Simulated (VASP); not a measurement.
# Al2O3 (P-3m1) in VASP: further runs

The runs below take Al2O3 through single point, with PBEsol+D4, PBEsol+D3(BJ), PBEsol, LDA.

All numbers are computed with VASP 6.6.1; they aren't measurements. Logs are shortened: lines on timing, memory, paths and dates and some standing lists are left out, and cuts for length are marked.

### Step 1. The cell of the first run

The structure is trigonal, space group P-3m1 (No. 164). Conventional cell: a = 2.979 Å, b = 2.979 Å, c = 7.385 Å, α = 90.00°, β = 90.00°, γ = 120.00°. Al (site symmetry 3m) has 4 O at 1.67 to 1.82 Å within 2.2 Å. O (site symmetry -3m) has 2 Al at 1.67 Å within 2.2 Å. Within 2.4 Å of O (site symmetry 3m) lie 3 Al at 1.82 Å.

### Step 2. Single point, PBEsol+D4

File INCAR:

```
SYSTEM = Al2O3
ALGO = Normal
EDIFF = 1E-7
ENCUT = 520
GGA = PS
ISIF = 2
ISMEAR = -1
IVDW = 13
LASPH = .TRUE.
LCHARG = .FALSE.
LREAL = .FALSE.
LWAVE = .FALSE.
NBANDS = 20
NELM = 60
PREC = Accurate
SIGMA = 0.05
```

File KPOINTS:

```
k-points
0
G
  10 10 4
  0 0 0
```

File POSCAR:

```
Al2O3
1.0
    2.9786375157      0.0000000000      0.0000000000
   -1.4893187578      2.5795757572      0.0000000000
    0.0000000000      0.0000000000      7.3846828014
Al O
2 3
Direct
    0.0000000000      0.0000000000      0.7259606546
    0.0000000000      0.0000000000      0.2740393454
    0.0000000000      0.0000000000      0.5000000000
    0.6666666667      0.3333333333      0.8064592868
    0.3333333333      0.6666666667      0.1935407132
```

Potentials or basis: VASP PAW PBE potentials, release 64 (Al, O).

Run with:

```sh
$ cat potpaw_PBE.64/Al/POTCAR potpaw_PBE.64/O/POTCAR > POTCAR
$ mpirun -np 1 vasp_std > vasp.out
```

OUTCAR:

```text
SYSTEM = Al2O3
   EDIFF = 1E-7
   ENCUT = 520
   GGA = PS
   ISIF = 2
   ISMEAR = -1
   IVDW = 13
   LASPH = .TRUE.
   LREAL = .FALSE.
   NELM = 60
   PREC = Accurate

 ion  position               nearest neighbor table
   1  0.000  0.000  0.726-   3 1.67   4 1.82   4 1.82   4 1.82   2 3.34
   2  0.000  0.000  0.274-   3 1.67   5 1.82   5 1.82   5 1.82   1 3.34
   3  0.000  0.000  0.500-   1 1.67   2 1.67
   4  0.667  0.333  0.806-   1 1.82   1 1.82   1 1.82
   5  0.333  0.667  0.194-   2 1.82   2 1.82   2 1.82

  LATTYP: Found a hexagonal cell.
 ALAT       =     2.9786375157
 C/A-ratio  =     2.4792149976

  Lattice vectors:

 A1 = (   2.9786375157,   0.0000000000,   0.0000000000)
 A2 = (  -1.4893187578,   2.5795757572,   0.0000000000)
 A3 = (   0.0000000000,   0.0000000000,   7.3846828014)

Analysis of symmetry for initial positions (statically):
=====================================================================
 Subroutine PRICEL returns:
 Original cell was already a primitive cell.

 Routine SETGRP: Setting up the symmetry group for a
 hexagonal supercell.

 Subroutine GETGRP returns: Found 12 space group operations
 (whereof 12 operations were pure point group operations)
 out of a pool of 24 trial point group operations.

The static configuration has the point symmetry D_3d.

Analysis of symmetry for dynamics (positions and initial velocities):
=====================================================================
 Subroutine PRICEL returns:
 Original cell was already a primitive cell.

 Routine SETGRP: Setting up the symmetry group for a
 hexagonal supercell.

 Subroutine GETGRP returns: Found 12 space group operations
 (whereof 12 operations were pure point group operations)
 out of a pool of 24 trial point group operations.

The dynamic configuration has the point symmetry D_3d.

 Subroutine INISYM returns: Found 12 space group operations
 (whereof 12 operations are pure point group operations),
 and found     1 'primitive' translations

----------------------------------------------------------------------------------------

                                     Primitive cell

  volume of cell :      56.7411

  direct lattice vectors                    reciprocal lattice vectors
     2.978637516  0.000000000  0.000000000     0.335723966  0.193830322  0.000000000
    -1.489318758  2.579575757  0.000000000     0.000000000  0.387660644  0.000000000
     0.000000000  0.000000000  7.384682801     0.000000000  0.000000000  0.135415430

  length of vectors
     2.978637516  2.978637516  7.384682801     0.387660644  0.387660644  0.135415430

  position of ions in fractional coordinates (direct lattice)
     0.000000000  0.000000000  0.725960655
     0.000000000  0.000000000  0.274039345
     0.000000000  0.000000000  0.500000000
     0.666666667  0.333333333  0.806459287
     0.333333333  0.666666667  0.193540713

  ion indices of the primitive-cell ions
   primitive index   ion index
                 1           1
                 2           2
                 3           3
                 4           4
                 5           5

----------------------------------------------------------------------------------------

 KPOINTS: k-points

Automatic generation of k-mesh.
 Grid dimensions read from file:
 generate k-points for:   10   10    4

 Generating k-lattice:

  Cartesian coordinates                     Fractional coordinates (reciprocal lattice)
     0.033572397  0.019383032  0.000000000     0.100000000  0.000000000  0.000000000
     0.000000000  0.038766064  0.000000000     0.000000000  0.100000000  0.000000000
     0.000000000  0.000000000  0.033853858     0.000000000  0.000000000  0.250000000

  Length of vectors
     0.038766064  0.038766064  0.033853858

  Shift w.r.t. Gamma in fractional coordinates (k-lattice)
     0.000000000  0.000000000  0.000000000

 Subroutine IBZKPT returns following result:
 ===========================================

 Found     50 irreducible k-points:

 Following reciprocal coordinates:
            Coordinates               Weight
  0.000000  0.000000  0.000000      1.000000
  0.100000  0.000000  0.000000      6.000000
  0.200000  0.000000  0.000000      6.000000
  0.300000  0.000000  0.000000      6.000000
  0.400000  0.000000  0.000000      6.000000
  0.500000  0.000000  0.000000      3.000000
[... 16 lines left out ...]
  0.000000  0.400000  0.250000      6.000000
  0.500000  0.000000  0.250000      6.000000
 [... further k-points ...]
   k-points           NKPTS =     50   k-points in BZ     NKDIM =     50   number of bands    NBANDS=     20
   number of dos      NEDOS =    301   number of ions     NIONS =      5
   total plane-waves  NPLWV =  32256
   dimension x,y,z NGX =    24 NGY =   24 NGZ =   56
   dimension x,y,z NGXF=    48 NGYF=   48 NGZF=  112
   ions per type =               2   3
   NGX,Y,Z   is equivalent  to a cutoff of  13.40, 13.40, 12.61 a.u.
   NGXF,Y,Z  is equivalent  to a cutoff of  26.79, 26.79, 25.21 a.u.
 SYSTEM =  Al2O3
   PREC   = accura    normal or accurate (medium, high low for compatibility)
   ISTART =      0    job   : 0-new  1-cont  2-samecut
   ICHARG =      2    charge: 1-file 2-atom 10-const
   ISPIN  =      1    spin polarized calculation?
   LNONCOLLINEAR =      F non collinear calculations
   LSORBIT =      F    spin-orbit coupling
   LASPH  =      T    aspherical Exc in radial PAW
   ENCUT  =  520.0 eV  38.22 Ry    6.18 a.u.   5.54  5.54 13.73*2*pi/ulx,y,z
   NELM   =     60;   NELMIN=  2; NELMDL= -5     # of ELM steps
   EDIFF  = 0.1E-06   stopping-criterion for ELM
   LREAL  =      F    real-space projection
   EDIFFG = 0.1E-05   stopping-criterion for IOM
   NSW    =      0    number of steps for IOM
   IBRION =     -1    ionic relax: 0-MD 1-quasi-New 2-CG
   NFREE  =      0    steps in history (QN), initial steepest desc. (CG)
   ISIF   =      2    stress and relaxation
   ISYM   =      2    0-nonsym 1-usesym 2-fastsym
   POTIM  = 0.5000    time-step for ionic-motion
   TEBEG  =    0.0;   TEEND  =   0.0 temperature during run
   PSTRESS=    0.0 pullay stress
   NELECT =      24.0000    total number of electrons
   NUPDOWN=      -1.0000    fix difference up-down
   EMIN   =  10.00;   EMAX   =-10.00  energy-range for DOS
   EFERMI =   0.00;   METHOD = LEGACY
   ISMEAR =    -1;   SIGMA  =   0.05  broadening in eV -4-tet -1-fermi 0-gaus
   EFERMI_NEDOS =   21; number of points for ismear=-14 and -15
   IALGO  =     38    algorithm
   IMIX   =      4    mixing-type and parameters
     AMIX     =   0.40;   BMIX     =  1.00
     AMIX_MAG =   1.60;   BMIX_MAG =  1.00
  volume/ion in A,a.u.               =      11.35        76.58
  Fermi-wavevector in a.u.,A,eV,Ry     =   1.228889  2.322263 20.547085  1.510168
  Thomas-Fermi vector in A             =   2.363797
   LORBIT       =      0    0 simple, 1 ext, 2 COOP (PROOUT), +10 PAW based schemes
   GGA     = PS    functional components
   LHFCALC =     F    Hartree Fock is set to
   AEXX    =    0.0000 exact exchange contribution
   IVDW    =    13    specifies the selected vdW correction
   LEPSILON=     F    determine dielectric tensor
   LRPA    =     F    only Hartree local field effects (RPA)
 non-spin polarized calculation
  energy-cutoff  :      520.00
  volume of cell :       56.74
 maximum number of plane-waves:      1563
 NGX is ok and might be reduce to    24
   NGX = 11   NGY = 11   NGZ = 27

 number of electron      24.0000006 magnetization

 Free energy of the ion-electron system (eV)
  ---------------------------------------------------
  ext. energy  EPLUGINS =         0.00000000
  ---------------------------------------------------
  free energy    TOTEN  =       -37.73004373 eV

  energy without entropy =      -37.73004373  energy(sigma->0) =      -37.73004373

 E-fermi :   5.3516     XC(G=0): -10.2175

 val. band max:        4.2214593022   @ k =   0.0000   0.0000   0.0000
 cond. band min:       6.6160644012   @ k =   0.0000   0.0000   0.0000
 fundamental gap:      2.3946050990
 Fermi energy:         5.3515594543

 k-point     1 :       0.0000    0.0000    0.0000
  band No.  band energies     occupation
      1     -15.5607      2.00000
      2     -15.3185      2.00000
      3     -12.6900      2.00000
      4      -1.7733      2.00000
      5      -0.5578      2.00000
      6       0.4082      2.00000
[... 12 lines left out ...]
     19      16.5046      0.00000
     20      16.8118      0.00000

 k-point     2 :       0.1000    0.0000    0.0000
  band No.  band energies     occupation
      1     -15.4766      2.00000
      2     -15.2451      2.00000
      3     -12.6441      2.00000
      4      -1.7394      2.00000
      5      -0.5186      2.00000
      6       0.0207      2.00000
[... 12 lines left out ...]
     19      16.4916      0.00000
     20      16.7361      0.00000

 k-point     3 :       0.2000    0.0000    0.0000
  band No.  band energies     occupation
      1     -15.2459      2.00000
      2     -15.0464      2.00000
      3     -12.5229      2.00000
      4      -1.8330      2.00000
      5      -1.0325      2.00000
      6      -0.4632      2.00000
[... 12 lines left out ...]
     19      16.4094      0.00000
     20      17.2446      0.00000

 k-point     4 :       0.3000    0.0000    0.0000
  band No.  band energies     occupation
      1     -14.9342      2.00000
      2     -14.7873      2.00000
      3     -12.3719      2.00000
      4      -2.4088      2.00000
      5      -2.0217      2.00000
      6      -0.4666      2.00000
[... 429 lines left out ...]
 k-point    23 :       0.0000    0.4000    0.2500
  band No.  band energies     occupation
      1     -14.6319      2.00000
      2     -14.5885      2.00000
      3     -12.2496      2.00000
      4      -3.0932      2.00000
      5      -2.6591      2.00000
      6      -0.4409      2.00000
[... 12 lines left out ...]
     19      15.5860      0.00000
     20      17.5449      0.00000

 k-point    24 :       0.5000    0.0000    0.2500
  band No.  band energies     occupation
      1     -14.5264      2.00000
      2     -14.4894      2.00000
      3     -12.2056      2.00000
      4      -3.3226      2.00000
      5      -2.9366      2.00000
      6      -0.2911      2.00000
[... 12 lines left out ...]
     19      15.4584      0.00000
     20      17.5674      0.00000

 [... further k-points ...]

------------------------ aborting loop because EDIFF is reached ----------------------------------------

  DFT-D4 for vdW energy calculation

  Edisp (eV):   -0.59591

  FORCE on cell =-STRESS in cart. coord.  units (eV):
  Direction    XX          YY          ZZ          XY          YZ          ZX
  --------------------------------------------------------------------------------------
  -------------------------------------------------------------------------------------
  Total       0.04599     0.04599     0.24371     0.00000     0.00000     0.00000
  in kB       1.29847     1.29847     6.88158     0.00000     0.00000     0.00000
  external pressure =        3.16 kB  Pullay stress =        0.00 kB

 VOLUME and BASIS-vectors are now :
 -----------------------------------------------------------------------------
  energy-cutoff  :      520.00
  volume of cell :       56.74
      direct lattice vectors                 reciprocal lattice vectors
     2.978637516  0.000000000  0.000000000     0.335723966  0.193830322  0.000000000
    -1.489318758  2.579575757  0.000000000     0.000000000  0.387660644  0.000000000
     0.000000000  0.000000000  7.384682801     0.000000000  0.000000000  0.135415430

 POSITION                                       TOTAL-FORCE (eV/Angst)
 -----------------------------------------------------------------------------------
      0.00000      0.00000      5.36099        -0.000000      0.000000      0.091671
      0.00000      0.00000      2.02369         0.000000     -0.000000     -0.091671
      0.00000      0.00000      3.69234         0.000000      0.000000      0.000000
      1.48932      0.85986      5.95545         0.000000      0.000000      0.000524
     -0.00000      1.71972      1.42924        -0.000000     -0.000000     -0.000524
 -----------------------------------------------------------------------------------
    total drift:                               -0.000000      0.000000      0.000000

  FREE ENERGIE OF THE ION-ELECTRON SYSTEM (eV)
  ---------------------------------------------------
  free  energy   TOTEN  =       -38.3259520428 eV

  energy  without entropy=      -38.3259520428  energy(sigma->0) =      -38.32595204
```

It took 43 s on 1 thread of Intel Xeon Platinum 8259CL at 2.50GHz (Skylake/Cascade Lake), shared host; peak memory 0.19 GiB.

Results:

```
Free energy                : -38.3260 eV
Pressure                   : 0.3 GPa
Largest force              : 0.092 eV/Å
Band gap on the k mesh     : 2.39 eV, direct
Dispersion energy per atom : -0.119 eV
```

Forces in eV/Å, atoms in the order of the input:
```
Al   0.000  0.000  0.092
Al   0.000  0.000 -0.092
O    0.000  0.000  0.000
O    0.000  0.000  0.001
O    0.000  0.000 -0.001
```

Caveat: the PAW data sets were made with another functional, which shifts forces and pressure a little. A k mesh can miss the band edges.

### Step 3. Single point, PBEsol+D3(BJ)

This run uses another cell than the first one, of 11.95 Å³/atom, 1.053 times its volume.

File INCAR:

```
SYSTEM = Al2O3
PREC = Accurate ; ENCUT = 520
EDIFF = 1E-6 ; ISMEAR = -1
SIGMA = 0.05 ; LREAL = .FALSE.
LASPH = .TRUE. ; NELM = 80
ALGO = Normal ; ISIF = 2
LWAVE = .FALSE. ; LCHARG = .FALSE.
GGA = PS ; IVDW = 12
NBANDS = 20
```

File KPOINTS:

```
regular mesh
0
G
  10 10 4
  0 0 0
```

File POSCAR:

```
Al2O3
1.0
    3.0174825440      0.0000000000      0.0000000000
   -1.5087412720      2.6132165386      0.0000000000
    0.0000000000      0.0000000000      7.5746360022
Al O
2 3
Direct
    0.0000000000      0.0000000000      0.7220490000
    0.0000000000      0.0000000000      0.2779510000
    0.0000000000      0.0000000000      0.5000000000
    0.6666666667      0.3333333333      0.8005460000
    0.3333333333      0.6666666667      0.1994540000
```

Potentials or basis: VASP PAW PBE potentials, release 64 (Al, O).

Run with:

```sh
$ cat potpaw_PBE.64/Al/POTCAR potpaw_PBE.64/O/POTCAR > POTCAR
$ mpirun -np 1 vasp_std > vasp.out
```

Wall time 38 s (1 thread of Intel Xeon Platinum 8259CL at 2.50GHz (Skylake/Cascade Lake), shared host); peak memory 0.21 GiB.

The run converged. Its results:

```yaml
Free_energy: -38.4191 eV
Pressure: -5.4 GPa
Largest_force: 0.190 eV/Å
Band_gap_on_the_k_mesh: 2.19 eV, direct
Dispersion_energy_per_atom: -0.138 eV
```

Forces on the atoms (eV/Å):
```
Al   0.000  0.000 -0.088
Al   0.000  0.000  0.088
O    0.000  0.000  0.000
O    0.000  0.000 -0.190
O    0.000  0.000  0.190
```

Stress tensor (GPa, compression positive):
```
-5.82  0.00  0.00
 0.00 -5.82  0.00
 0.00  0.00 -4.45
```

Levels at points of the mesh, in eV from the valence-band top:
```tsv
k point	band 9	band 10	band 11	band 12	band 13	band 14	band 15	band 16
(0.00, 0.00, 0.00)	-3.72	-2.34	0.00	0.00	2.19	4.19	7.22	10.39
(0.50, 0.00, 0.00)	-3.56	-3.11	-1.78	-0.49	4.45	6.08	8.06	8.83
(0.00, 0.00, 0.50)	-3.67	-3.12	0.00	0.00	3.15	3.23	7.98	8.63
(0.50, 0.00, 0.50)	-3.45	-3.34	-1.70	-0.49	4.90	5.47	8.00	8.52
```

Caveat: three body term missing; the PAW data sets were made with another functional, which shifts forces and pressure a little. As with any semilocal functional, this PBEsol gap is likely too small.

(Part 1 of 2 ends here.)
